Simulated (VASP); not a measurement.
# KCl (Pm-3m) in VASP: notebook, part 2 of 2

VASP 6.6.1.

### 3 Single point, LDA

This run uses another cell than the first one, of 27.73 Å³/atom, 1.021 times its volume.

INCAR

```
PREC     = Accurate       # precision mode
ENCUT    = 520            # plane-wave cutoff, eV
EDIFF    = 1E-6           # SCF threshold, eV
ISMEAR   = -1             # smearing method
SIGMA    = 0.05           # smearing width, eV
LREAL    = False          # projectors in reciprocal space
LASPH    = True           # aspherical terms in the spheres
NELM     = 60             # most SCF steps
ALGO     = Normal         # electronic algorithm
ISIF     = 2              # what is computed and relaxed
LWAVE    = False          # write WAVECAR
LCHARG   = True           # write CHGCAR
LELF     = True           # ELF
LVHAR    = True         
NBANDS   = 15             # bands
```

KPOINTS

```
regular mesh
0
Gamma
  7 7 7
```

POSCAR

```
KCl
1.0
    3.8134288075      0.0000000000      0.0000000000
    0.0000000000      3.8134288075      0.0000000000
    0.0000000000      0.0000000000      3.8134288075
K Cl
1 1
Direct
    0.0000000000      0.0000000000      0.0000000000
    0.5000000000      0.5000000000      0.5000000000
```

Potentials or basis: VASP PAW LDA potentials, release 64 (K_sv, Cl).

On the command line:

```bash
$ cat potpaw_LDA.64/K_sv/POTCAR potpaw_LDA.64/Cl/POTCAR > POTCAR
$ mpirun -np 1 vasp_std > vasp.out
```

OUTCAR:

```text
PREC = Accurate
   ENCUT = 520
   EDIFF = 1E-6
   ISMEAR = -1
   LREAL = False
   LASPH = True
   NELM = 60
   ISIF = 2

 ion  position               nearest neighbor table
   1  0.000  0.000  0.000-
   2  0.500  0.500  0.500-

  LATTYP: Found a simple cubic cell.
 ALAT       =     3.8134288075

  Lattice vectors:

 A1 = (   3.8134288075,   0.0000000000,   0.0000000000)
 A2 = (   0.0000000000,   3.8134288075,   0.0000000000)
 A3 = (   0.0000000000,   0.0000000000,   3.8134288075)

Analysis of symmetry for initial positions (statically):
=====================================================================
 Subroutine PRICEL returns:
 Original cell was already a primitive cell.

 Routine SETGRP: Setting up the symmetry group for a
 simple cubic supercell.

 Subroutine GETGRP returns: Found 48 space group operations
 (whereof 48 operations were pure point group operations)
 out of a pool of 48 trial point group operations.

The static configuration has the point symmetry O_h .

Analysis of symmetry for dynamics (positions and initial velocities):
=====================================================================
 Subroutine PRICEL returns:
 Original cell was already a primitive cell.

 Routine SETGRP: Setting up the symmetry group for a
 simple cubic supercell.

 Subroutine GETGRP returns: Found 48 space group operations
 (whereof 48 operations were pure point group operations)
 out of a pool of 48 trial point group operations.

The dynamic configuration has the point symmetry O_h .

 Subroutine INISYM returns: Found 48 space group operations
 (whereof 48 operations are pure point group operations),
 and found     1 'primitive' translations

----------------------------------------------------------------------------------------

                                     Primitive cell

  volume of cell :      55.4558

  direct lattice vectors                    reciprocal lattice vectors
     3.813428807  0.000000000  0.000000000     0.262231197  0.000000000  0.000000000
     0.000000000  3.813428807  0.000000000     0.000000000  0.262231197  0.000000000
     0.000000000  0.000000000  3.813428807     0.000000000  0.000000000  0.262231197

  length of vectors
     3.813428807  3.813428807  3.813428807     0.262231197  0.262231197  0.262231197

  position of ions in fractional coordinates (direct lattice)
     0.000000000  0.000000000  0.000000000
     0.500000000  0.500000000  0.500000000

  ion indices of the primitive-cell ions
   primitive index   ion index
                 1           1
                 2           2

----------------------------------------------------------------------------------------

 KPOINTS: regular mesh

Automatic generation of k-mesh.
 Grid dimensions read from file:
 generate k-points for:    7    7    7

 Generating k-lattice:

  Cartesian coordinates                     Fractional coordinates (reciprocal lattice)
     0.037461600  0.000000000  0.000000000     0.142857143  0.000000000  0.000000000
     0.000000000  0.037461600  0.000000000     0.000000000  0.142857143  0.000000000
     0.000000000  0.000000000  0.037461600     0.000000000  0.000000000  0.142857143

  Length of vectors
     0.037461600  0.037461600  0.037461600

  Shift w.r.t. Gamma in fractional coordinates (k-lattice)
     0.000000000  0.000000000  0.000000000

 Subroutine IBZKPT returns following result:
 ===========================================

 Found     20 irreducible k-points:

 Following reciprocal coordinates:
            Coordinates               Weight
  0.000000  0.000000  0.000000      1.000000
  0.142857  0.000000  0.000000      6.000000
  0.285714  0.000000  0.000000      6.000000
  0.428571  0.000000  0.000000      6.000000
  0.142857  0.142857  0.000000     12.000000
  0.285714  0.142857  0.000000     24.000000
[... 12 lines left out ...]
  0.428571  0.428571  0.285714     24.000000
  0.428571  0.428571  0.428571      8.000000
   k-points           NKPTS =     20   k-points in BZ     NKDIM =     20   number of bands    NBANDS=     15
   number of dos      NEDOS =    301   number of ions     NIONS =      2
   total plane-waves  NPLWV =  21952
   dimension x,y,z NGX =    28 NGY =   28 NGZ =   28
   dimension x,y,z NGXF=    56 NGYF=   56 NGZF=   56
   ions per type =               1   1
   NGX,Y,Z   is equivalent  to a cutoff of  12.21, 12.21, 12.21 a.u.
   NGXF,Y,Z  is equivalent  to a cutoff of  24.41, 24.41, 24.41 a.u.
 SYSTEM =  unknown system
   PREC   = accura    normal or accurate (medium, high low for compatibility)
   ISTART =      0    job   : 0-new  1-cont  2-samecut
   ICHARG =      2    charge: 1-file 2-atom 10-const
   ISPIN  =      1    spin polarized calculation?
   LNONCOLLINEAR =      F non collinear calculations
   LSORBIT =      F    spin-orbit coupling
   LASPH  =      T    aspherical Exc in radial PAW
   ENCUT  =  520.0 eV  38.22 Ry    6.18 a.u.   7.09  7.09  7.09*2*pi/ulx,y,z
   NELM   =     60;   NELMIN=  2; NELMDL= -5     # of ELM steps
   EDIFF  = 0.1E-05   stopping-criterion for ELM
   LREAL  =      F    real-space projection
   EDIFFG = 0.1E-04   stopping-criterion for IOM
   NSW    =      0    number of steps for IOM
   IBRION =     -1    ionic relax: 0-MD 1-quasi-New 2-CG
   NFREE  =      0    steps in history (QN), initial steepest desc. (CG)
   ISIF   =      2    stress and relaxation
   ISYM   =      2    0-nonsym 1-usesym 2-fastsym
   POTIM  = 0.5000    time-step for ionic-motion
   TEBEG  =    0.0;   TEEND  =   0.0 temperature during run
   PSTRESS=    0.0 pullay stress
   NELECT =      16.0000    total number of electrons
   NUPDOWN=      -1.0000    fix difference up-down
   EMIN   =  10.00;   EMAX   =-10.00  energy-range for DOS
   EFERMI =   0.00;   METHOD = LEGACY
   ISMEAR =    -1;   SIGMA  =   0.05  broadening in eV -4-tet -1-fermi 0-gaus
   EFERMI_NEDOS =   21; number of points for ismear=-14 and -15
   IALGO  =     38    algorithm
   IMIX   =      4    mixing-type and parameters
     AMIX     =   0.40;   BMIX     =  1.00
     AMIX_MAG =   1.60;   BMIX_MAG =  1.00
  volume/ion in A,a.u.               =      27.73       187.12
  Fermi-wavevector in a.u.,A,eV,Ry     =   1.081764  2.044238 15.921719  1.170213
  Thomas-Fermi vector in A             =   2.217789
   LORBIT       =      0    0 simple, 1 ext, 2 COOP (PROOUT), +10 PAW based schemes
   GGA     = CA    functional components
   LHFCALC =     F    Hartree Fock is set to
   AEXX    =    0.0000 exact exchange contribution
   IVDW    =     0    specifies the selected vdW correction
   LEPSILON=     F    determine dielectric tensor
   LRPA    =     F    only Hartree local field effects (RPA)
 non-spin polarized calculation
  energy-cutoff  :      520.00
  volume of cell :       55.46
 maximum number of plane-waves:      1503
   NGX = 15   NGY = 15   NGZ = 15

 number of electron      16.0000003 magnetization

 Free energy of the ion-electron system (eV)
  ---------------------------------------------------
  ext. energy  EPLUGINS =         0.00000000
  ---------------------------------------------------
  free energy    TOTEN  =        -7.27629588 eV

  energy without entropy =       -7.27629588  energy(sigma->0) =       -7.27629588

 E-fermi :   0.1634     XC(G=0):  -8.7100

 val. band max:       -0.9931698440   @ k =   0.4286   0.4286   0.0000
 cond. band min:       3.4818707942   @ k =   0.0000   0.0000   0.0000
 fundamental gap:      4.4750406382
 Fermi energy:         0.1633822979

 k-point     1 :       0.0000    0.0000    0.0000
  band No.  band energies     occupation
      1     -28.6130      2.00000
      2     -13.4932      2.00000
      3     -12.2278      2.00000
      4     -12.2278      2.00000
      5     -12.2278      2.00000
      6      -1.1853      2.00000
      7      -1.1853      2.00000
      8      -1.1853      2.00000
      9       3.4819      0.00000
     10       5.2539      0.00000
     11       5.2539      0.00000
     12       9.5672      0.00000
     13       9.5672      0.00000
     14       9.5672      0.00000
[... 329 lines left out ...]
      2     -13.0812      2.00000
      3     -12.4124      2.00000
      4     -12.4124      2.00000
      5     -12.4118      2.00000
      6      -2.3294      2.00000
      7      -2.3294      2.00000
      8      -2.2904      2.00000
      9       7.1485      0.00000
     10       7.4575      0.00000
     11       7.4575      0.00000
     12       8.6516      0.00000
     13       8.7978      0.00000
     14       8.7978      0.00000
     15      11.4072      0.00000

------------------------ aborting loop because EDIFF is reached ----------------------------------------

  FORCE on cell =-STRESS in cart. coord.  units (eV):
  Direction    XX          YY          ZZ          XY          YZ          ZX
  --------------------------------------------------------------------------------------
  -------------------------------------------------------------------------------------
  Total       -0.9935329     -0.9935329     -0.9935329      0.0000000      0.0000000      0.0000000
  in kB      -28.7042308    -28.7042308    -28.7042308      0.0000000      0.0000000      0.0000000
  external PRESSURE =     -28.7042308 kB  Pullay stress =       0.0000000 kB

 VOLUME and BASIS-vectors are now :
 -----------------------------------------------------------------------------
  energy-cutoff  :      520.00
  volume of cell :       55.46
      direct lattice vectors                 reciprocal lattice vectors
     3.813428807  0.000000000  0.000000000     0.262231197  0.000000000  0.000000000
     0.000000000  3.813428807  0.000000000     0.000000000  0.262231197  0.000000000
     0.000000000  0.000000000  3.813428807     0.000000000  0.000000000  0.262231197

 POSITION                                       TOTAL-FORCE (eV/Angst)
 -----------------------------------------------------------------------------------
      0.00000      0.00000      0.00000         0.000000      0.000000      0.000000
      1.90671      1.90671      1.90671         0.000000      0.000000      0.000000
 -----------------------------------------------------------------------------------
    total drift:                               -0.000000      0.000000      0.000000

  FREE ENERGIE OF THE ION-ELECTRON SYSTEM (eV)
  ---------------------------------------------------
  free  energy   TOTEN  =        -7.2762958809 eV

  energy  without entropy=       -7.2762958809  energy(sigma->0) =       -7.27629588
```

Wall time 5.8 s (1 thread of Intel Xeon 6975P-C (Granite Rapids), shared host); peak memory 0.13 GiB.

Results:

```yaml
Free_energy: -7.2763 eV
Pressure: -2.9 GPa
Band_gap_on_the_k_mesh: 4.48 eV, indirect (least direct gap 4.67 eV)
```

Levels at points of the mesh, in eV from the valence-band top:
| k point | band 4 | band 5 | band 6 | band 7 | band 8 | band 9 | band 10 | band 11 | band 12 | band 13 |
| --- | --- | --- | --- | --- | --- | --- | --- | --- | --- | --- |
| (0.00, 0.00, 0.00) | -11.23 | -11.23 | -0.19 | -0.19 | -0.19 | 4.48 | 6.25 | 6.25 | 10.56 | 10.56 |

### 4 Single point, PBEsol

This run uses another cell than the first one, of 27.73 Å³/atom, 1.021 times its volume.

INCAR

```
SYSTEM = KCl
PREC     = Accurate       ! precision mode
ENCUT    = 520            ! plane-wave cutoff, eV
EDIFF    = 1E-6           ! SCF threshold, eV
ISMEAR   = -1             ! smearing method
SIGMA    = 0.05           ! smearing width, eV
LREAL    = .False.        ! projectors in reciprocal space
LASPH    = .True.         ! aspherical terms in the spheres
NELM     = 100            ! most SCF steps
ALGO     = Normal         ! electronic algorithm
ISIF     = 2              ! what is computed and relaxed
LWAVE    = .False.        ! write WAVECAR
LCHARG   = .False.        ! write CHGCAR
GGA      = PS             ! functional
NBANDS   = 15             ! bands
```

KPOINTS

```
Automatic mesh
0
Gamma
  7 7 7
  0 0 0
```

POSCAR is that of step 3.

Potentials or basis: VASP PAW PBE potentials, release 64 (K_sv, Cl).

On the command line:

```bash
$ cat potpaw_PBE.64/K_sv/POTCAR potpaw_PBE.64/Cl/POTCAR > POTCAR
$ mpirun -np 1 vasp_std > vasp.out
```

Run time: 6.7 s. Hardware: 1 thread of Intel Xeon 6975P-C (Granite Rapids), shared host; peak memory 0.16 GiB.

Results (log left out):

```
Free energy            : -6.9049 eV
Pressure               : -1.1 GPa
Band gap on the k mesh : 4.72 eV, indirect (least direct gap 4.91 eV)
```

Levels at points of the mesh, in eV from the valence-band top:
| k point | band 4 | band 5 | band 6 | band 7 | band 8 | band 9 | band 10 | band 11 | band 12 | band 13 |
| --- | --- | --- | --- | --- | --- | --- | --- | --- | --- | --- |
| (0.00, 0.00, 0.00) | -11.28 | -11.28 | -0.19 | -0.19 | -0.19 | 4.72 | 6.45 | 6.45 | 10.70 | 10.70 |

Caveat: the PAW data sets were made with another functional, which shifts forces and pressure a little.

### 5 Single point, PBE

This run uses another cell than the first one, of 28.29 Å³/atom, 1.042 times its volume.

INCAR

```
ALGO = Normal
EDIFF = 1E-6
ENCUT = 520
GGA = PE
ISIF = 2
ISMEAR = -1
LASPH = T
LCHARG = F
LREAL = F
LWAVE = F
NBANDS = 15
NELM = 100
PREC = Accurate
SIGMA = 0.05
```

KPOINTS

```
k-points
0
Gamma
  7 7 7
```

POSCAR

```
KCl
1.0
    3.8391960000      0.0000000000      0.0000000000
    0.0000000000      3.8391960000      0.0000000000
    0.0000000000      0.0000000000      3.8391960000
K Cl
1 1
Direct
    0.0000000000      0.0000000000      0.0000000000
    0.5000000000      0.5000000000      0.5000000000
```

On the command line:

```bash
$ cat potpaw_PBE.64/K_sv/POTCAR potpaw_PBE.64/Cl/POTCAR > POTCAR
$ mpirun -np 1 vasp_std > vasp.out
```

Wall time 8.5 s (1 thread of Intel Xeon 6975P-C (Granite Rapids), shared host); peak memory 0.16 GiB.

Results (log left out):

```
Free energy            : -6.6553 eV
Pressure               : 0.0 GPa
Band gap on the k mesh : 4.82 eV, indirect (least direct gap 5.00 eV)
```

Levels at points of the mesh, in eV from the valence-band top:
| k point | band 4 | band 5 | band 6 | band 7 | band 8 | band 9 | band 10 | band 11 | band 12 | band 13 |
| --- | --- | --- | --- | --- | --- | --- | --- | --- | --- | --- |
| (0.00, 0.00, 0.00) | -11.43 | -11.43 | -0.18 | -0.18 | -0.18 | 4.82 | 6.59 | 6.59 | 10.66 | 10.66 |

### 6 Single point, LDA

This run uses another cell than the first one, of 28.86 Å³/atom, 1.063 times its volume.

INCAR

```
SYSTEM = KCl
  PREC = Accurate
  ENCUT = 520
  EDIFF = 1E-6
  ISMEAR = -1
  SIGMA = 0.05
  LREAL = .FALSE.
  LASPH = .TRUE.
  NELM = 100
  ALGO = Normal
  ISIF = 2
  LWAVE = .FALSE.
  LCHARG = .FALSE.
  NBANDS = 15
```

KPOINTS

```
Automatic mesh
0
G
  7 7 7
  0 0 0
```

POSCAR

```
KCl
1.0
    3.8646218801      0.0000000000      0.0000000000
    0.0000000000      3.8646218801      0.0000000000
    0.0000000000      0.0000000000      3.8646218801
K Cl
1 1
Direct
    0.0000000000      0.0000000000      0.0000000000
    0.5000000000      0.5000000000      0.5000000000
```

Potentials or basis: VASP PAW LDA potentials, release 64 (K_sv, Cl).

On the command line:

```bash
$ cat potpaw_LDA.64/K_sv/POTCAR potpaw_LDA.64/Cl/POTCAR > POTCAR
$ mpirun -np 1 vasp_std > vasp.out
```

Run time: 7.2 s. Hardware: 1 thread of Intel Xeon 6975P-C (Granite Rapids), shared host; peak memory 0.15 GiB.

Results (log left out):

```
Free energy            : -7.2329 eV
Pressure               : -3.3 GPa
Band gap on the k mesh : 4.31 eV, indirect (least direct gap 4.50 eV)
```

Levels at points of the mesh, in eV from the valence-band top:
```csv
k point,band 5,band 6,band 7,band 8,band 9,band 10,band 11,band 12
"(0.00, 0.00, 0.00)",-11.31,-0.19,-0.19,-0.19,4.31,6.28,6.28,10.45
```

### 7 Overview

```csv
level,potentials or basis,cell,gap on the mesh (eV),pressure (GPa)
LDA,"VASP PAW LDA potentials, release 64 (K_sv, Cl)","a = 3.787 Å, 2 atoms",4.56,-2.6
LDA,"VASP PAW LDA potentials, release 64 (K_sv, Cl)","a = 3.813 Å, 2 atoms",4.48,-2.9
PBEsol,"VASP PAW PBE potentials, release 64 (K_sv, Cl)","a = 3.813 Å, 2 atoms",4.72,-1.1
PBE,"VASP PAW PBE potentials, release 64 (K_sv, Cl)","a = 3.839 Å, 2 atoms",4.82,0.0
LDA,"VASP PAW LDA potentials, release 64 (K_sv, Cl)","a = 3.865 Å, 2 atoms",4.31,-3.3
```

Alike in all rows: task single point; no spin polarisation; k mesh 7 × 7 × 7; cutoff (eV) 520; smearing fermi-dirac 0.05 eV.

Caveats: the PAW data sets were made with another functional, which shifts forces and pressure a little (some runs).

Absolute energies hang on the potentials; compare differences alone.
